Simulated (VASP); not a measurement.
Set up this calculation in VASP 6.6.1, as the native input.

| Property | Result |
| --- | --- |
| Task | relaxation of cell and atoms |
| Functional | PBE |
| Potentials or basis | VASP PAW PBE potentials, release 64 (Rh_pv) |
| Cutoff | 500 eV |
| k mesh | 17 × 17 × 10 |
| Occupations | fermi-dirac, width 0.05 eV |
| Spin | non-collinear spin, zero start, spin-orbit coupling |
| Starting moments | [[0.0, 0.0, 0.0], [0.0, 0.0, 0.0]] μB |
| Dipole correction | no |
| Further INCAR settings | ALGO = Normal; EDIFF = 1e-07; IBRION = 2; EDIFFG = -0.005; NSW = 60; ISIF = 3 |

The structure of Rh lies in POSCAR:

```
Rh
1.0
    2.7157318845      0.0000000000      0.0000000000
   -1.3578659422      2.3518928018      0.0000000000
    0.0000000000      0.0000000000      4.3994856529
Rh
2
Direct
    0.3333333333      0.6666666667      0.2500000000
    0.6666666667      0.3333333333      0.7500000000
```

This isn't the form of Rh at room conditions, which is fcc.

These files were run (other wordings do the same):

INCAR

```
ALGO = Normal
EDIFF = 1E-7
EDIFFG = -0.005
ENCUT = 500
GGA = PE
GGA_COMPAT = F
IBRION = 2
ISIF = 3
ISMEAR = -1
KPAR = 4
LASPH = T
LCHARG = F
LMAXMIX = 4
LORBIT = 11
LORBMOM = T
LREAL = F
LSORBIT = T
LWAVE = F
MAGMOM = 0 0 0 0 0 0
NELM = 200
NELMIN = 4
NSW = 60
PREC = Accurate
SIGMA = 0.05
```

KPOINTS

```
k-points
0
Gamma
  17 17 10
```

Potentials or basis: VASP PAW PBE potentials, release 64 (Rh_pv).

The run is started by

```console
$ cat potpaw_PBE.64/Rh_pv/POTCAR > POTCAR
$ mpirun -np 4 vasp_ncl > vasp.out
```

Results of the run:

The relaxed volume is 14.13 Å³/atom and the relaxed cell is a = 2.725 Å, b = 2.725 Å, c = 4.392 Å, α = 90.00°, β = 90.00°, γ = 120.00°. The space group after relaxing (to 0.1 Å) is P6_3/mmc (No. 194). The energy gained by relaxing is 0.5 meV/atom, the ionic steps are 4 and the pressure after relaxing is 0.0 GPa. The net moment is 0.00 μB per cell. The valence electrons inside the program's atomic spheres are Rh 13.74.

It took 5 min on 4 MPI ranks on Oxide Virtual Turin-like Processor (shared host), peak memory 0.37 GiB a rank.
